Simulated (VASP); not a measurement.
# Sn23O48 (a cell with a defect) in VASP: further runs

Sn23O48 (a cell with a defect) is run at these levels: PBEsol; tasks: relaxation of the atoms, single point.

Program: VASP 6.6.1. These are calculated values, not measurements. Logs are shortened: lines on timing, memory, paths and dates and some standing lists are left out, and cuts for length are marked.

**1. The cell of the first run**

The cell holds a defect, 71 atoms: a = 9.538 Å, b = 9.538 Å, c = 9.636 Å, α = 90.00°, β = 90.00°, γ = 90.00°.

**2. Relaxation of the atoms, PBEsol**

File INCAR:

```
PREC = Accurate
ENCUT = 520
EDIFF = 1E-7
ISMEAR = -1
SIGMA = 0.05
LREAL = Auto
LASPH = True
NELM = 120
ALGO = Normal
ISIF = 2
LWAVE = False
LCHARG = False
GGA = PS
IBRION = 2
NSW = 100
EDIFFG = -0.03
NELECT = 614.0
ISYM = -1
GGA_COMPAT = False
NELMIN = 4
KPAR = 1
```

File KPOINTS:

```
explicit points
1
Reciprocal
  0.25000000   0.25000000   0.25000000 1
```

File POSCAR:

```
Sn23O48
1.0
    9.5380920000      0.0000000000      0.0000000000
    0.0000000000      9.5380920000      0.0000000000
    0.0000000000      0.0000000000      9.6363030000
Sn O
23 48
Direct
    0.9997820000      0.0000510000      0.9981140000
    0.0015020000      0.0022670000      0.3308710000
    0.0001880000      0.0043850000      0.6605750000
    0.9998540000      0.5029620000      0.0032780000
    0.9973430000      0.5005610000      0.3324350000
    0.0038030000      0.5024710000      0.6705860000
    0.4980670000      0.0029630000      0.9962770000
    0.5014600000      0.9997570000      0.3353160000
    0.5008670000      0.0001000000      0.6665070000
    0.5009720000      0.4975780000      0.0008920000
    0.5032220000      0.4955840000      0.6671520000
    0.2501170000      0.2522870000      0.1687060000
    0.2507080000      0.2471980000      0.5013770000
    0.2512810000      0.2500360000      0.8301360000
    0.2485080000      0.7489420000      0.1645930000
    0.2463590000      0.7486540000      0.4984830000
    0.2527820000      0.7513760000      0.8341790000
    0.7497770000      0.2496330000      0.1655400000
    0.7511820000      0.2523320000      0.5012610000
    0.7466870000      0.2509090000      0.8374680000
    0.7510320000      0.7493160000      0.1699220000
    0.7497480000      0.7504250000      0.4974010000
    0.7483860000      0.7562410000      0.8313820000
    0.1528960000      0.1530100000      0.0018680000
    0.1516040000      0.1511180000      0.3306550000
    0.1542880000      0.1538430000      0.6696470000
    0.1527680000      0.6534020000      0.0013490000
    0.1538710000      0.6554900000      0.3339530000
    0.1528990000      0.6520280000      0.6656080000
    0.6522580000      0.1561840000      0.0043900000
    0.6575240000      0.1530760000      0.3353850000
    0.6551110000      0.1514010000      0.6663630000
    0.6495970000      0.6508710000      0.9964340000
    0.6540810000      0.6558170000      0.3332080000
    0.6503000000      0.6535180000      0.6680580000
    0.3473680000      0.3458610000      0.0005750000
    0.3496380000      0.3472870000      0.3301180000
    0.3436670000      0.3465150000      0.6677310000
    0.3457660000      0.8473400000      0.0001330000
    0.3497760000      0.8482040000      0.3285330000
    0.3455020000      0.8473920000      0.6687110000
    0.8467280000      0.3523050000      0.9989820000
    0.8419420000      0.3460070000      0.3337370000
    0.8491600000      0.3490210000      0.6698750000
    0.8447330000      0.8465330000      0.9985200000
    0.8515030000      0.8483110000      0.3339840000
    0.8470240000      0.8443830000      0.6673520000
    0.0932570000      0.4048460000      0.1670100000
    0.0951190000      0.4012940000      0.5009790000
    0.0983980000      0.4010460000      0.8293310000
    0.0964180000      0.9051430000      0.1657710000
    0.0959040000      0.9009700000      0.4976860000
    0.0978130000      0.9056510000      0.8353860000
    0.5957550000      0.4050060000      0.1657360000
    0.5986820000      0.4021420000      0.4976870000
    0.5923880000      0.4038690000      0.8330460000
    0.5963370000      0.9040200000      0.1666200000
    0.5982280000      0.9032150000      0.4953360000
    0.5975500000      0.9056400000      0.8333410000
    0.4051140000      0.0968280000      0.1672400000
    0.4017450000      0.0942460000      0.4997820000
    0.4022200000      0.0955680000      0.8348280000
    0.4021330000      0.5989240000      0.1656650000
    0.4039260000      0.6010850000      0.4998710000
    0.4007010000      0.5953580000      0.8342260000
    0.9019700000      0.0973790000      0.1678380000
    0.9002170000      0.0962540000      0.5010770000
    0.9029720000      0.0956130000      0.8343280000
    0.9036320000      0.5980690000      0.1672010000
    0.9045530000      0.5947720000      0.5005980000
    0.8999120000      0.5981070000      0.8321240000
```

Potentials or basis: VASP PAW PBE potentials, release 64 (Sn_d, O).

The run is started by

```sh
$ cat potpaw_PBE.64/Sn_d/POTCAR potpaw_PBE.64/O/POTCAR > POTCAR
$ mpirun -np 8 vasp_std > vasp.out
```

OUTCAR:

```text
PREC = Accurate
   ENCUT = 520
   EDIFF = 1E-7
   ISMEAR = -1
   LREAL = Auto
   LASPH = True
   NELM = 120
   ISIF = 2
   GGA = PS
   IBRION = 2
   NSW = 100
   EDIFFG = -0.03
   NELECT = 614.0
   ISYM = -1
   NELMIN = 4

 ion  position               nearest neighbor table
   1  1.000  0.000  0.998-  53 2.04  68 2.04  24 2.06  51 2.07  45 2.08  66 2.10   2 3.21   3 3.25
                            23 3.71  15 3.73  17 3.73  20 3.73  18 3.74  14 3.75  21 3.75
   2  0.002  0.002  0.331-  25 2.02  66 2.05  46 2.05  51 2.05  52 2.08  67 2.10   3 3.18   1 3.21
                            12 3.71  13 3.72  18 3.72  16 3.73  21 3.73  15 3.74  19 3.75  22 3.76
   3  0.000  0.004  0.661-  67 2.01  26 2.05  52 2.07  68 2.10  47 2.11  53 2.14   2 3.18   1 3.25
                            13 3.66  19 3.69  14 3.73  16 3.73  22 3.75  23 3.75
   4  1.000  0.503  0.003-  48 2.04  69 2.04  27 2.05  42 2.05  71 2.11  50 2.15   5 3.17   6 3.21
                            15 3.68  21 3.71  12 3.74  18 3.74  17 3.75
   5  0.997  0.501  0.332-  69 2.05  48 2.05  70 2.05  43 2.09  49 2.10  28 2.10   4 3.17   6 3.26
                            21 3.69  19 3.71  22 3.71  16 3.71  18 3.73  12 3.73  15 3.74
   6  0.004  0.502  0.671-  29 2.01  50 2.02  71 2.06  44 2.08  70 2.09  49 2.09   4 3.21   5 3.26
                            16 3.69  14 3.71  17 3.71
   7  0.498  0.003  0.996-  62 2.01  59 2.06  60 2.07  30 2.07  39 2.08  57 2.11   9 3.18   8 3.27
                            20 3.68  14 3.70  17 3.70  23 3.71  18 3.74  12 3.74
   8  0.501  1.000  0.335-  58 2.02  40 2.05  61 2.06  57 2.07  60 2.08  31 2.09   9 3.19   7 3.27
                            22 3.70  13 3.72  21 3.73  18 3.74  19 3.75
   9  0.501  0.000  0.667-  59 2.06  32 2.06  61 2.07  41 2.08  62 2.08  58 2.11   7 3.18   8 3.19
                            23 3.68  13 3.71  14 3.72  17 3.72  20 3.73  22 3.74  19 3.74
  10  0.501  0.498  0.001-  54 2.03  33 2.04  56 2.04  36 2.06  63 2.08  65 2.09  11 3.22  20 3.68
                            18 3.71  12 3.72  14 3.74  15 3.75  17 3.75  21 3.76
  11  0.503  0.496  0.667-  56 2.01  35 2.06  55 2.07  38 2.08  65 2.11  64 2.12  10 3.22  19 3.68
[... 59 lines left out ...]
  58  0.598  0.903  0.495-   8 2.02  22 2.05   9 2.11
  59  0.598  0.906  0.833-  23 2.03   7 2.06   9 2.06
  60  0.405  0.097  0.167-   7 2.07   8 2.08  12 2.09
  61  0.402  0.094  0.500-  13 2.05   8 2.06   9 2.07
  62  0.402  0.096  0.835-   7 2.01  14 2.06   9 2.08
  63  0.402  0.599  0.166-  15 2.05  10 2.08
  64  0.404  0.601  0.500-  16 2.06  11 2.12
  65  0.401  0.595  0.834-  17 2.05  10 2.09  11 2.11
  66  0.902  0.097  0.168-   2 2.05  18 2.05   1 2.10
  67  0.900  0.096  0.501-   3 2.01  19 2.06   2 2.10
  68  0.903  0.096  0.834-   1 2.04  20 2.10   3 2.10
  69  0.904  0.598  0.167-   4 2.04   5 2.05  21 2.05
  70  0.905  0.595  0.501-   5 2.05   6 2.09  22 2.09
  71  0.900  0.598  0.832-   6 2.06  23 2.09   4 2.11

IMPORTANT INFORMATION: All symmetrisations will be switched off!
NOSYMM: (Re-)initialisation of all symmetry stuff for point group C_1.

----------------------------------------------------------------------------------------

                                     Primitive cell

  volume of cell :     876.6646

  direct lattice vectors                    reciprocal lattice vectors
     9.538092000  0.000000000  0.000000000     0.104842771  0.000000000  0.000000000
     0.000000000  9.538092000  0.000000000     0.000000000  0.104842771  0.000000000
     0.000000000  0.000000000  9.636303000     0.000000000  0.000000000  0.103774238

  length of vectors
     9.538092000  9.538092000  9.636303000     0.104842771  0.104842771  0.103774238

  position of ions in fractional coordinates (direct lattice)
     0.999782000  0.000051000  0.998114000
     0.001502000  0.002267000  0.330871000
     0.000188000  0.004385000  0.660575000
     0.999854000  0.502962000  0.003278000
     0.997343000  0.500561000  0.332435000
     0.003803000  0.502471000  0.670586000
[... 63 lines left out ...]
[... 39 lines left out ...]
   IMIX   =      4    mixing-type and parameters
     AMIX     =   0.40;   BMIX     =  1.00
     AMIX_MAG =   1.60;   BMIX_MAG =  1.00
  volume/ion in A,a.u.               =      12.35        83.32
  Fermi-wavevector in a.u.,A,eV,Ry     =   1.453851  2.747379 28.758386  2.113682
  Thomas-Fermi vector in A             =   2.571069
   LORBIT       =      0    0 simple, 1 ext, 2 COOP (PROOUT), +10 PAW based schemes
   GGA     = PS    functional components
   LHFCALC =     F    Hartree Fock is set to
   AEXX    =    0.0000 exact exchange contribution
   IVDW    =     0    specifies the selected vdW correction
   LEPSILON=     F    determine dielectric tensor
   LRPA    =     F    only Hartree local field effects (RPA)
 conjugate gradient relaxation of ions
 non-spin polarized calculation
  energy-cutoff  :      520.00
  volume of cell :      876.66
 maximum number of plane-waves:     23594
 NGX is ok and might be reduce to    70
   NGX = 35   NGY = 35   NGZ = 35

--------------------------------------- Ionic step        1  -------------------------------------------

 number of electron     613.9999930 magnetization

 Free energy of the ion-electron system (eV)
  ---------------------------------------------------
  ext. energy  EPLUGINS =         0.00000000
  ---------------------------------------------------
  free energy    TOTEN  =      -434.14604052 eV

  energy without entropy =     -434.14443485  energy(sigma->0) =     -434.14523769

------------------------ aborting loop because EDIFF is reached ----------------------------------------

  FORCE on cell =-STRESS in cart. coord.  units (eV):
  Direction    XX          YY          ZZ          XY          YZ          ZX
  --------------------------------------------------------------------------------------
  -------------------------------------------------------------------------------------
  Total       57.0108468     57.4683327     59.7638266      4.8352474     -0.8640139      1.4706857
  in kB      104.1920571    105.0281507    109.2233563      8.8368162     -1.5790572      2.6878002
  external PRESSURE =     106.1478547 kB  Pullay stress =       0.0000000 kB
[... 296 lines left out ...]
  FREE ENERGIE OF THE ION-ELECTRON SYSTEM (eV)
  ---------------------------------------------------
  free  energy   TOTEN  =      -436.7015069436 eV

  energy  without entropy=     -436.7015066381  energy(sigma->0) =     -436.70150679

[... ionic steps 4 to 21 ...]

--------------------------------------- Ionic step       22  -------------------------------------------

 number of electron     614.0000058 magnetization

------------------------ aborting loop because EDIFF is reached ----------------------------------------
[... 205 lines left out ...]
--------------------------------------- Ionic step       24  -------------------------------------------

 number of electron     614.0000056 magnetization

 Free energy of the ion-electron system (eV)
  ---------------------------------------------------
  ext. energy  EPLUGINS =         0.00000000
  ---------------------------------------------------
  free energy    TOTEN  =      -437.13444192 eV

  energy without entropy =     -437.13444181  energy(sigma->0) =     -437.13444187

 E-fermi :   6.6809     XC(G=0): -11.3384

 val. band max:        5.7859277482   @ k =   0.2500   0.2500   0.2500
 cond. band min:       7.5504125634   @ k =   0.2500   0.2500   0.2500
 fundamental gap:      1.7644848152
 Fermi energy:         6.6808703348

 k-point     1 :       0.2500    0.2500    0.2500
  band No.  band energies     occupation
      1     -15.8154      2.00000
      2     -15.7515      2.00000
      3     -15.6677      2.00000
      4     -15.6519      2.00000
      5     -15.6183      2.00000
      6     -15.6102      2.00000
[... 311 lines left out ...]
    318      10.3744      0.00000
    319      10.4157      0.00000
 [bands above 319 left out]

------------------------ aborting loop because EDIFF is reached ----------------------------------------

  FORCE on cell =-STRESS in cart. coord.  units (eV):
  Direction    XX          YY          ZZ          XY          YZ          ZX
  --------------------------------------------------------------------------------------
  -------------------------------------------------------------------------------------
  Total       57.3537472     57.3138785     53.7668280      1.1408436     -0.3015445     -0.3187512
  in kB      104.8187361    104.7458728     98.2633434      2.0849864     -0.5510977     -0.5825443
  external PRESSURE =     102.6093174 kB  Pullay stress =       0.0000000 kB
[... 86 lines left out ...]
  FREE ENERGIE OF THE ION-ELECTRON SYSTEM (eV)
  ---------------------------------------------------
  free  energy   TOTEN  =      -437.1344419180 eV

  energy  without entropy=     -437.1344418124  energy(sigma->0) =     -437.13444187

 reached required accuracy - stopping structural energy minimisation
```

It took 46 min on 8 MPI ranks of AMD EPYC 7R43 (Zen 3), shared host; peak memory 0.26 GiB.

Results:

| Quantity | Value |
| --- | --- |
| Free energy | -437.1344 eV |
| Energy gained by relaxing | 42.1 meV/atom |
| Ionic steps | 24 |
| Largest force after relaxing | 0.022 eV/Å |

Forces on the atoms (eV/Å):
```
Sn   0.008 -0.005 -0.009
Sn   0.009 -0.001 -0.005
Sn   0.004 -0.004  0.007
Sn  -0.005 -0.002 -0.004
Sn  -0.001  0.008  0.003
Sn  -0.002 -0.004 -0.001
Sn  -0.007  0.008  0.004
Sn   0.000  0.003 -0.004
Sn   0.000  0.000 -0.002
Sn  -0.002 -0.004 -0.005
Sn   0.004  0.003  0.007
Sn   0.004 -0.005 -0.001
Sn   0.002  0.000 -0.002
Sn  -0.002  0.001 -0.009
Sn   0.002 -0.012  0.008
Sn   0.006 -0.010 -0.003
Sn   0.009  0.000 -0.002
Sn  -0.005  0.002  0.008
Sn  -0.009  0.011 -0.001
Sn  -0.012  0.008 -0.009
Sn  -0.005 -0.005  0.001
Sn   0.000  0.000 -0.004
Sn   0.003 -0.006  0.005
O   -0.005 -0.001 -0.001
O   -0.006 -0.003  0.000
O   -0.003 -0.002  0.002
O   -0.004 -0.008  0.008
O   -0.003  0.001 -0.006
O   -0.003 -0.004 -0.004
O   -0.002  0.000  0.004
O    0.002 -0.017  0.001
O   -0.009  0.004  0.002
O    0.000  0.007 -0.011
O    0.005  0.001  0.008
O    0.001  0.010 -0.002
O   -0.008 -0.009 -0.004
O    0.006  0.002  0.000
O   -0.001 -0.010  0.006
O    0.003 -0.001  0.000
O   -0.001  0.011  0.003
O    0.003  0.002 -0.006
O    0.004  0.008  0.009
O    0.011  0.000 -0.003
O   -0.002  0.005 -0.007
O    0.003  0.007 -0.010
O    0.003 -0.003  0.006
O    0.002  0.002  0.006
O   -0.001  0.004 -0.002
O   -0.003  0.004  0.001
O    0.007  0.007  0.007
O    0.000  0.003 -0.005
O   -0.004  0.001 -0.004
O   -0.005  0.009  0.004
O    0.006 -0.003  0.002
O    0.013 -0.016 -0.003
O    0.003 -0.013  0.002
O   -0.006 -0.001 -0.007
O    0.001 -0.002  0.005
O   -0.002 -0.014 -0.002
O    0.007  0.004  0.001
O    0.005  0.003  0.002
O    0.005  0.009  0.001
O   -0.004  0.010  0.004
O   -0.016  0.013 -0.005
O   -0.007  0.008  0.002
O   -0.002  0.009 -0.004
O    0.008 -0.002 -0.001
O    0.004 -0.006  0.006
O    0.002 -0.005 -0.002
O   -0.002 -0.008  0.007
O   -0.008 -0.001  0.006
```

The path:
```csv
step,energy change (eV),largest force (eV/Å),pressure (GPa)
1,0.0000,4.4679,10.61
2,-0.4998,4.4808,11.73
3,-2.5555,0.8619,10.19
4,-2.7836,0.8924,10.17
5,-2.7918,0.6965,10.15
6,-2.8746,0.3264,10.13
7,-2.8750,0.3394,10.13
8,-2.9161,0.1766,10.17
9,-2.9205,0.2910,10.20
10,-2.9471,0.2894,10.26
11,-2.9481,0.3717,10.28
12,-2.9657,0.1912,10.33
13,-2.9657,0.1811,10.33
14,-2.9750,0.1422,10.32
15,-2.9750,0.1311,10.32
16,-2.9801,0.1144,10.31
17,-2.9801,0.1216,10.31
18,-2.9844,0.0610,10.28
19,-2.9845,0.0835,10.28
20,-2.9869,0.0472,10.27
21,-2.9869,0.0484,10.27
22,-2.9879,0.0414,10.27
23,-2.9879,0.0385,10.27
24,-2.9884,0.0216,10.26
```

Final structure:
```xyz
71
Lattice="9.5381 0.0000 0.0000 0.0000 9.5381 0.0000 0.0000 0.0000 9.6363" Properties=species:S:1:pos:R:3 pbc="T T T"
Sn    9.5361    0.0045    0.0083
Sn    9.5359    0.0044    3.2122
Sn    9.5357    0.0042    6.4147
Sn    9.5369    4.7732    9.6317
Sn    9.5377    4.7717    3.2108
Sn    9.5364    4.7733    6.4259
Sn    4.7684    0.0031    9.6325
Sn    4.7677    0.0039    3.2114
Sn    4.7673    0.0039    6.4265
Sn    4.7690    4.7751    0.0840
Sn    4.7661    4.7727    6.3386
Sn    2.4324    2.4373    1.6451
Sn    2.4311    2.4363    4.7796
Sn    2.3759    2.3806    8.0310
Sn    2.4155    7.1259    1.5985
Sn    2.4156    7.1249    4.8236
Sn    2.4038    7.1362    8.0294
Sn    7.1201    2.4220    1.5983
Sn    7.1186    2.4215    4.8238
Sn    7.1304    2.4101    8.0294
Sn    7.1050    7.1095    1.6440
Sn    7.1024    7.1076    4.7773
Sn    7.1605    7.1662    8.0284
O     1.4636    1.4686    0.0208
O     1.4266    1.4322    3.2118
O     1.4632    1.4682    6.4042
O     1.3731    6.2928    9.6029
O     1.3962    6.2812    3.2116
O     1.3723    6.2931    6.4553
O     6.2857    1.3797    9.6033
O     6.2742    1.4041    3.2109
O     6.2881    1.3768    6.4554
O     6.2483    6.2526    9.6142
O     6.2533    6.2609    3.2087
O     6.2473    6.2503    6.4440
O     3.2902    3.2948    9.6158
O     3.2791    3.2861    3.2132
O     3.2872    3.2947    6.4451
O     3.2474    8.1687    9.6029
O     3.2601    8.1434    3.2110
O     3.2490    8.1665    6.4560
O     8.1639    3.2521    9.6022
O     8.1388    3.2644    3.2115
O     8.1617    3.2540    6.4556
O     8.0726    8.0770    0.0196
O     8.1075    8.1149    3.2111
O     8.0714    8.0772    6.4009
O     0.9179    3.8598    1.5932
O     0.9171    3.8595    4.8290
O     0.9495    3.8727    8.0287
O     0.9337    8.6057    1.5945
O     0.9352    8.6068    4.8294
O     0.9161    8.6225    8.0293
O     5.7520    3.7934    1.4799
O     5.7473    3.7901    4.9423
O     5.6835    3.8598    8.0292
O     5.6818    8.6241    1.5943
O     5.6795    8.6225    4.8285
O     5.6682    8.5918    8.0294
O     3.8539    0.9217    1.5939
O     3.8537    0.9218    4.8288
O     3.8677    0.9544    8.0296
O     3.7854    5.7558    1.4800
O     3.7856    5.7544    4.9415
O     3.8524    5.6881    8.0294
O     8.5994    0.9390    1.5941
O     8.5990    0.9402    4.8293
O     8.6169    0.9225    8.0294
O     8.6185    5.6855    1.5938
O     8.6177    5.6859    4.8270
O     8.5862    5.6732    8.0287
```

Levels at points of the mesh, in eV from the Fermi level:
```
           k point  band 304  band 305  band 306  band 307  band 308  band 309  band 310  band 311
(0.25, 0.25, 0.25)     -1.07     -1.05     -0.92     -0.89      0.87      2.22      2.42      2.49
```

Caveat: the cell carries a net charge on a neutralising background, which shifts energy and pressure; the cell is charged against a uniform background, so pressure and absolute levels hang on convention; the PAW data sets were made with another functional, which shifts forces and pressure a little; spin-orbit coupling is left out, which moves the levels of the heavy elements.

(Continued in part 2 of 2.)
